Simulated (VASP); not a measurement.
# Tl2GeF4 (P1) in VASP: single point with PBEsol

Aim: the single point of Tl2GeF4 with PBEsol.

Everything below comes from runs of VASP 6.6.1. Logs are shortened: lines on timing, memory, paths and dates and some standing lists are left out, and cuts for length are marked.

**1. The cell of the first run**

The typed cell holds 7 atoms: a = 5.949 Å, b = 6.990 Å, c = 7.327 Å, α = 131.86°, β = 138.84°, γ = 73.27°.

**2. Single point, PBEsol**

INCAR reads:

```
PREC = Accurate
ENCUT = 520
EDIFF = 1E-6
ISMEAR = -1
SIGMA = 0.05
LREAL = F
LASPH = T
NELM = 60
ALGO = Normal
ISIF = 2
LWAVE = F
LCHARG = F
GGA = PS
NBANDS = 43
```

KPOINTS reads:

```
Automatic mesh
0
Gamma
  4 4 4
```

POSCAR reads:

```
Tl2GeF4
1.0
   -3.2779495822      1.4415696008      4.7505757301
    2.7024653441     -3.4644888823      5.4363473872
    3.1338542689      3.2951548599     -5.7455594477
Tl Ge F
2 1 4
Direct
    0.1181327191      0.4134728866     -0.2572614610
    0.1433928163      0.7652197464      0.4549593355
    0.1318918500      0.1118356236      0.0920735703
    0.3831603694      0.1218427751      0.4667830379
    0.7493615817      0.7431041010      0.6639654464
    0.4293883695      0.8668853246      1.0170545207
    0.8068068096      0.2388808747      0.1338260472
```

Potentials or basis: VASP PAW PBE potentials, release 64 (Tl_d, Ge_d, F).

Started as:

```sh
$ cat potpaw_PBE.64/Tl_d/POTCAR potpaw_PBE.64/Ge_d/POTCAR potpaw_PBE.64/F/POTCAR > POTCAR
$ mpirun -np 1 vasp_std > vasp.out
```

OUTCAR:

```text
PREC = Accurate
   ENCUT = 520
   EDIFF = 1E-6
   ISMEAR = -1
   LREAL = F
   LASPH = T
   NELM = 60
   ISIF = 2
   GGA = PS

 ion  position               nearest neighbor table
   1  0.118  0.413  0.743-   7 2.53   6 2.61   5 2.72   4 2.86   6 2.96   2 3.51   2 3.75   2 3.90

   2  0.143  0.765  0.455-   6 2.57   5 2.65   7 2.70   7 2.95   3 3.41   1 3.51   1 3.75   1 3.90

   3  0.132  0.112  0.092-   4 1.84   5 1.87   7 2.04   6 2.20   2 3.41
   4  0.383  0.122  0.467-   3 1.84   1 2.86
   5  0.749  0.743  0.664-   3 1.87   2 2.65   1 2.72
   6  0.429  0.867  0.017-   3 2.20   2 2.57   1 2.61   1 2.96
   7  0.807  0.239  0.134-   3 2.04   1 2.53   2 2.70   2 2.95

  LATTYP: Found a triclinic cell.
 ALAT       =     5.8469575622
 B/A-ratio  =     1.9266036134
 C/A-ratio  =     0.9032143439
 COS(alpha) =     0.0005776160
 COS(beta)  =     0.4321089998
 COS(gamma) =     0.8152433656

  Lattice vectors:

 A1 = (   5.8363196130,  -0.1693340224,  -0.3092120605)
 A2 = (   8.9701738819,   3.1258208375,  -6.0547715082)
 A3 = (   2.5583700308,   1.2722355784,   4.4413636696)

Analysis of symmetry for initial positions (statically):
=====================================================================
 Subroutine PRICEL returns:
 Original cell was already a primitive cell.

 Routine SETGRP: Setting up the symmetry group for a
 triclinic supercell.

 Subroutine GETGRP returns: Found  1 space group operations
 (whereof  1 operations were pure point group operations)
 out of a pool of  2 trial point group operations.

The static configuration has the point symmetry C_1 .

Analysis of symmetry for dynamics (positions and initial velocities):
=====================================================================
 Subroutine PRICEL returns:
 Original cell was already a primitive cell.

 Routine SETGRP: Setting up the symmetry group for a
 triclinic supercell.

 Subroutine GETGRP returns: Found  1 space group operations
 (whereof  1 operations were pure point group operations)
 out of a pool of  2 trial point group operations.

The dynamic configuration has the point symmetry C_1 .

 Subroutine INISYM returns: Found  1 space group operations
 (whereof  1 operations are pure point group operations),
 and found     1 'primitive' translations

----------------------------------------------------------------------------------------

                                     Primitive cell

  volume of cell :     134.2961

  direct lattice vectors                    reciprocal lattice vectors
    -3.277949582  1.441569601  4.750575730     0.014831560  0.242478383  0.147154299
     2.702465344 -3.464488882  5.436347387     0.178236826  0.029383153  0.114069010
     3.133854269  3.295154860 -5.745559448     0.180907666  0.228289161  0.055553581

  length of vectors
     5.949037413  6.989983910  7.327382991     0.284024874  0.213643335  0.296529468

  position of ions in fractional coordinates (direct lattice)
     0.118132719  0.413472887  0.742738539
     0.143392816  0.765219746  0.454959336
     0.131891850  0.111835624  0.092073570
     0.383160369  0.121842775  0.466783038
     0.749361582  0.743104101  0.663965446
     0.429388370  0.866885325  0.017054521
     0.806806810  0.238880875  0.133826047

  ion indices of the primitive-cell ions
   primitive index   ion index
                 1           1
                 2           2
                 3           3
                 4           4
                 5           5
                 6           6
                 7           7

----------------------------------------------------------------------------------------

 KPOINTS: Automatic mesh

Automatic generation of k-mesh.
 Grid dimensions read from file:
 generate k-points for:    4    4    4

 Generating k-lattice:

  Cartesian coordinates                     Fractional coordinates (reciprocal lattice)
     0.003707890  0.060619596  0.036788575     0.250000000  0.000000000  0.000000000
     0.044559206  0.007345788  0.028517252     0.000000000  0.250000000  0.000000000
     0.045226916  0.057072290  0.013888395     0.000000000 -0.000000000  0.250000000

  Length of vectors
     0.071006219  0.053410834  0.074132367

  Shift w.r.t. Gamma in fractional coordinates (k-lattice)
     0.000000000  0.000000000  0.000000000

 Subroutine IBZKPT returns following result:
 ===========================================

 Found     36 irreducible k-points:

 Following reciprocal coordinates:
            Coordinates               Weight
  0.000000  0.000000  0.000000      1.000000
  0.250000 -0.000000 -0.000000      2.000000
  0.500000 -0.000000 -0.000000      1.000000
  0.000000  0.250000 -0.000000      2.000000
  0.250000  0.250000  0.000000      2.000000
  0.500000  0.250000 -0.000000      2.000000
[... 16 lines left out ...]
  0.000000 -0.250000  0.250000      2.000000
  0.250000 -0.250000  0.250000      2.000000
 [... further k-points ...]
   k-points           NKPTS =     36   k-points in BZ     NKDIM =     36   number of bands    NBANDS=     43
   number of dos      NEDOS =    301   number of ions     NIONS =      7
   total plane-waves  NPLWV = 139968
   dimension x,y,z NGX =    48 NGY =   54 NGZ =   54
   dimension x,y,z NGXF=    96 NGYF=  108 NGZF=  108
   ions per type =               2   1   4
   NGX,Y,Z   is equivalent  to a cutoff of  13.41, 12.84, 12.25 a.u.
   NGXF,Y,Z  is equivalent  to a cutoff of  26.83, 25.69, 24.50 a.u.
 SYSTEM =  unknown system
   PREC   = accura    normal or accurate (medium, high low for compatibility)
   ISTART =      0    job   : 0-new  1-cont  2-samecut
   ICHARG =      2    charge: 1-file 2-atom 10-const
   ISPIN  =      1    spin polarized calculation?
   LNONCOLLINEAR =      F non collinear calculations
   LSORBIT =      F    spin-orbit coupling
   LASPH  =      T    aspherical Exc in radial PAW
   ENCUT  =  520.0 eV  38.22 Ry    6.18 a.u.  11.06 13.00 13.62*2*pi/ulx,y,z
   NELM   =     60;   NELMIN=  2; NELMDL= -5     # of ELM steps
   EDIFF  = 0.1E-05   stopping-criterion for ELM
   LREAL  =      F    real-space projection
   EDIFFG = 0.1E-04   stopping-criterion for IOM
   NSW    =      0    number of steps for IOM
   IBRION =     -1    ionic relax: 0-MD 1-quasi-New 2-CG
   NFREE  =      0    steps in history (QN), initial steepest desc. (CG)
   ISIF   =      2    stress and relaxation
   ISYM   =      2    0-nonsym 1-usesym 2-fastsym
   POTIM  = 0.5000    time-step for ionic-motion
   TEBEG  =    0.0;   TEEND  =   0.0 temperature during run
   PSTRESS=    0.0 pullay stress
   NELECT =      68.0000    total number of electrons
   NUPDOWN=      -1.0000    fix difference up-down
   EMIN   =  10.00;   EMAX   =-10.00  energy-range for DOS
   EFERMI =   0.00;   METHOD = LEGACY
   ISMEAR =    -1;   SIGMA  =   0.05  broadening in eV -4-tet -1-fermi 0-gaus
   EFERMI_NEDOS =   21; number of points for ismear=-14 and -15
   IALGO  =     38    algorithm
   IMIX   =      4    mixing-type and parameters
     AMIX     =   0.40;   BMIX     =  1.00
     AMIX_MAG =   1.60;   BMIX_MAG =  1.00
  volume/ion in A,a.u.               =      19.19       129.47
  Fermi-wavevector in a.u.,A,eV,Ry     =   1.304838  2.465787 23.165320  1.702603
  Thomas-Fermi vector in A             =   2.435747
   LORBIT       =      0    0 simple, 1 ext, 2 COOP (PROOUT), +10 PAW based schemes
   GGA     = PS    functional components
   LHFCALC =     F    Hartree Fock is set to
   AEXX    =    0.0000 exact exchange contribution
   IVDW    =     0    specifies the selected vdW correction
   LEPSILON=     F    determine dielectric tensor
   LRPA    =     F    only Hartree local field effects (RPA)
 non-spin polarized calculation
  energy-cutoff  :      520.00
  volume of cell :      134.30
 maximum number of plane-waves:      3642
 NGX is ok and might be reduce to    48
   NGX = 23   NGY = 25   NGZ = 27

 number of electron      68.0000002 magnetization

 Free energy of the ion-electron system (eV)
  ---------------------------------------------------
  ext. energy  EPLUGINS =         0.00000000
  ---------------------------------------------------
  free energy    TOTEN  =       -31.05560251 eV

  energy without entropy =      -31.05560251  energy(sigma->0) =      -31.05560251

 E-fermi :   2.6356     XC(G=0):  -9.4150

 val. band max:        1.5537629412   @ k =   0.0000   0.0000   0.0000
 cond. band min:       4.3408639931   @ k =   0.5000   0.5000   0.5000
 fundamental gap:      2.7871010519
 Fermi energy:         2.6356368037

 k-point     1 :       0.0000    0.0000    0.0000
  band No.  band energies     occupation
      1     -22.0304      2.00000
      2     -21.8598      2.00000
      3     -21.5172      2.00000
      4     -21.4581      2.00000
      5     -21.4192      2.00000
      6     -20.9463      2.00000
[... 35 lines left out ...]
     42      10.0528      0.00000
     43      10.3150      0.00000

 k-point     2 :       0.2500   -0.0000   -0.0000
  band No.  band energies     occupation
      1     -22.0286      2.00000
      2     -21.8581      2.00000
      3     -21.5173      2.00000
      4     -21.4581      2.00000
      5     -21.4193      2.00000
      6     -20.9103      2.00000
[... 35 lines left out ...]
     42       9.9439      0.00000
     43      10.5622      0.00000

 k-point     3 :       0.5000   -0.0000   -0.0000
  band No.  band energies     occupation
      1     -22.0267      2.00000
      2     -21.8565      2.00000
      3     -21.5174      2.00000
      4     -21.4581      2.00000
      5     -21.4194      2.00000
      6     -20.8738      2.00000
[... 35 lines left out ...]
     42      10.4683      0.00000
     43      10.8871      0.00000

 k-point     4 :       0.0000    0.2500   -0.0000
  band No.  band energies     occupation
      1     -22.0283      2.00000
      2     -21.8593      2.00000
      3     -21.5171      2.00000
      4     -21.4583      2.00000
      5     -21.4190      2.00000
      6     -20.9315      2.00000
[... 863 lines left out ...]
     42       9.7397      0.00000
     43      10.3512      0.00000

 k-point    23 :       0.0000   -0.2500    0.2500
  band No.  band energies     occupation
      1     -22.0311      2.00000
      2     -21.8596      2.00000
      3     -21.5173      2.00000
      4     -21.4581      2.00000
      5     -21.4194      2.00000
      6     -20.9171      2.00000
[... 35 lines left out ...]
     42       9.7543      0.00000
     43       9.9638      0.00000

 k-point    24 :       0.2500   -0.2500    0.2500
  band No.  band energies     occupation
      1     -22.0291      2.00000
      2     -21.8579      2.00000
      3     -21.5174      2.00000
      4     -21.4581      2.00000
      5     -21.4195      2.00000
      6     -20.8799      2.00000
[... 35 lines left out ...]
     42       9.9991      0.00000
     43      10.3571      0.00000

 [... further k-points ...]
[... 5 lines left out ...]
  --------------------------------------------------------------------------------------
  -------------------------------------------------------------------------------------
  Total       -0.0691291     -0.0461423     -0.0558981      0.0047384     -0.0221448     -0.0119567
  in kB       -0.8247226     -0.5504868     -0.6668752      0.0565296     -0.2641920     -0.1426454
  external PRESSURE =      -0.6806949 kB  Pullay stress =       0.0000000 kB

 VOLUME and BASIS-vectors are now :
 -----------------------------------------------------------------------------
  energy-cutoff  :      520.00
  volume of cell :      134.30
      direct lattice vectors                 reciprocal lattice vectors
    -3.277949582  1.441569601  4.750575730     0.014831560  0.242478383  0.147154299
     2.702465344 -3.464488882  5.436347387     0.178236826  0.029383153  0.114069010
     3.133854269  3.295154860 -5.745559448     0.180907666  0.228289161  0.055553581

 POSITION                                       TOTAL-FORCE (eV/Angst)
 -----------------------------------------------------------------------------------
      3.05780      1.18526     -1.45847         0.001255      0.006601     -0.009784
      3.02372     -0.94522      2.22720        -0.002961     -0.007578      0.001111
      0.15844      0.10607      0.70553         0.012181     -0.037816      0.114267
      0.53613      1.66835     -0.19932         0.013070      0.060641     -0.039761
      1.63261      0.69365      3.78482        -0.035552     -0.019876     -0.049359
      0.98866     -2.32812      6.65454        -0.012877      0.012241      0.004292
     -1.57971      0.77645      4.36253         0.024883     -0.014212     -0.020768
 -----------------------------------------------------------------------------------
    total drift:                                0.001255      0.000697     -0.000303

  FREE ENERGIE OF THE ION-ELECTRON SYSTEM (eV)
  ---------------------------------------------------
  free  energy   TOTEN  =       -31.0556025141 eV

  energy  without entropy=      -31.0556025141  energy(sigma->0) =      -31.05560251
```

It took 6.2 min on 1 thread of Intel Xeon Platinum 8259CL at 2.50GHz (Skylake/Cascade Lake), shared host; peak memory 0.45 GiB.

What came out:

| Property | Result |
| --- | --- |
| Free energy | -31.0556 eV |
| Pressure | -0.1 GPa |
| Largest force | 0.121 eV/Å |
| Band gap on the k mesh | 2.79 eV, indirect (least direct gap 2.91 eV) |

Forces in eV/Å, atoms in the order of the input:
```
Tl   0.001  0.007 -0.010
Tl  -0.003 -0.008  0.001
Ge   0.012 -0.038  0.114
F    0.013  0.061 -0.040
F   -0.036 -0.020 -0.049
F   -0.013  0.012  0.004
F    0.025 -0.014 -0.021
```

Caveat: the k points lie up to 0.47 Å⁻¹ apart; the PAW data sets were made with another functional, which shifts forces and pressure a little; spin-orbit coupling is left out, which moves the levels of the heavy elements.
